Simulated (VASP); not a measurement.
Write the native input for VASP 6.6.1 that does the following.

* Task: single point
* Functional: r2SCAN
* Potentials or basis: VASP PAW PBE potentials, release 64 (Si, O)
* Cutoff: 520 eV
* k mesh: 4 × 4 × 4
* Occupations: gaussian, width 0.02 eV
* Spin: no spin polarisation
* Dipole correction: no
* Further INCAR settings: LREAL = Auto; ALGO = Normal; EDIFF = 1e-07; NBANDS = 53

The system is SiO2.

```xyz
15
Lattice="6.9722 0.0000 0.0000 0.0000 6.9722 0.0000 0.0000 0.0000 6.4982" Properties=species:S:1:pos:R:3 pbc="T T T"
Si    1.8752    0.0000    0.7748
Si    0.0000    5.0970    5.7234
Si    0.0000    1.8752    5.7234
Si    5.0970    0.0000    0.7748
Si    0.0000    0.0000    3.2491
O     1.3185    0.0000    2.3008
O     0.0000    5.6537    4.1973
O     0.0000    1.3185    4.1973
O     5.6537    0.0000    2.3008
O     1.3213    1.3213    0.0000
O     1.3213    5.6509    0.0000
O     5.6509    1.3213    0.0000
O     5.6509    5.6509    0.0000
O     3.4861    0.0000    0.7882
O     0.0000    3.4861    5.7100
```

These files were run (other wordings do the same):

POSCAR

```
SiO2
1.0
    6.9721633305      0.0000000000      0.0000000000
    0.0000000000      6.9721633305      0.0000000000
    0.0000000000      0.0000000000      6.4981802048
Si O
5 10
Direct
    0.2689559765      0.0000000000      0.1192296571
    0.0000000000      0.7310440235      0.8807703429
    0.0000000000      0.2689559765      0.8807703429
    0.7310440235      0.0000000000      0.1192296571
    0.0000000000      0.0000000000      0.5000000000
    0.1891045497      0.0000000000      0.3540745295
    0.0000000000      0.8108954503      0.6459254705
    0.0000000000      0.1891045497      0.6459254705
    0.8108954503      0.0000000000      0.3540745295
    0.1895050563      0.1895050563      0.0000000000
    0.1895050563      0.8104949437      0.0000000000
    0.8104949437      0.1895050563      0.0000000000
    0.8104949437      0.8104949437      0.0000000000
    0.5000000000      0.0000000000      0.1212878353
    0.0000000000      0.5000000000      0.8787121647
```

INCAR.step1

```
SYSTEM = SiO2
ALGO = Normal
EDIFF = 1E-4
ENCUT = 520
GGA = PE
ISMEAR = 0
LASPH = .TRUE.
LCHARG = .FALSE.
LREAL = Auto
LWAVE = .TRUE.
NBANDS = 53
NELM = 100
PREC = Accurate
SIGMA = 0.02
```

INCAR.step2

```
SYSTEM = SiO2
ALGO = Normal
EDIFF = 1E-7
ENCUT = 520
ISIF = 2
ISMEAR = 0
ISTART = 1
LASPH = .TRUE.
LCHARG = .TRUE.
LELF = .TRUE.
LMIXTAU = .TRUE.
LREAL = Auto
LVHAR = .TRUE.
LWAVE = .FALSE.
METAGGA = R2SCAN
NBANDS = 53
NELM = 100
PREC = Accurate
SIGMA = 0.02
```

KPOINTS

```
k-points
0
G
  4 4 4
  0 0 0
```

Potentials or basis: VASP PAW PBE potentials, release 64 (Si, O).

Command:

```sh
$ cat potpaw_PBE.64/Si/POTCAR potpaw_PBE.64/O/POTCAR > POTCAR
$ cp INCAR.step1 INCAR
$ mpirun -np 1 vasp_std > vasp.out
$ cp INCAR.step2 INCAR
$ mpirun -np 1 vasp_std > vasp.out
```

It gave:

| Quantity | Value |
| --- | --- |
| Pressure | -2.5 GPa |
| Largest force | 0.087 eV/Å |
| Band gap on the k mesh | 6.33 eV (least direct gap 6.38 eV) |

Caveat: the PAW data sets were made with another functional, which shifts forces and pressure a little.

Wall time 49 min on 1 thread of Oxide Virtual Turin-like Processor, on a shared host, peak memory 0.46 GiB.
